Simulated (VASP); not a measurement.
A run of VASP 6.6.1 is set up as follows.

The input INCAR:

```
SYSTEM = SbMo
PREC = Accurate ; ENCUT = 600
EDIFF = 1E-7 ; ISMEAR = -1
SIGMA = 0.1 ; LREAL = .FALSE.
LASPH = .TRUE. ; NELM = 60
ALGO = Normal ; ISIF = 3
LWAVE = .FALSE. ; LCHARG = .FALSE.
GGA = CA ; IBRION = 2
NSW = 60 ; EDIFFG = -0.005
```

Contents of KPOINTS:

```
regular mesh
0
G
  13 13 13
  0 0 0
```

File POSCAR:

```
SbMo
1.0
    0.0000000000      2.7988117696      2.7988117696
    2.7988117696      0.0000000000      2.7988117696
    2.7988117696      2.7988117696      0.0000000000
Mo Sb
1 1
Direct
    0.0000000000      0.0000000000      0.0000000000
    0.5000000000      0.5000000000      0.5000000000
```

Potentials or basis: VASP PAW LDA potentials, release 64 (Mo_sv, Sb).

The run is started by

```sh
$ cat potpaw_LDA.64/Mo_sv/POTCAR potpaw_LDA.64/Sb/POTCAR > POTCAR
$ mpirun -np 1 vasp_std > vasp.out
```

Problem. What does it give for the relaxed cell?

Solution. a = 3.834 Å, b = 3.834 Å, c = 3.834 Å, α = 60.00°, β = 60.00°, γ = 60.00°.

Problem. Estimate the space group after relaxing (to 0.1 Å).

Solution. Fm-3m (No. 225).

Final structure:
```
CELL_PARAMETERS angstrom
0.00000 2.71116 2.71116
2.71116 0.00000 2.71116
2.71116 2.71116 0.00000
ATOMIC_POSITIONS crystal
Mo 0.00000 0.00000 0.00000
Sb 0.50000 0.50000 0.50000
```
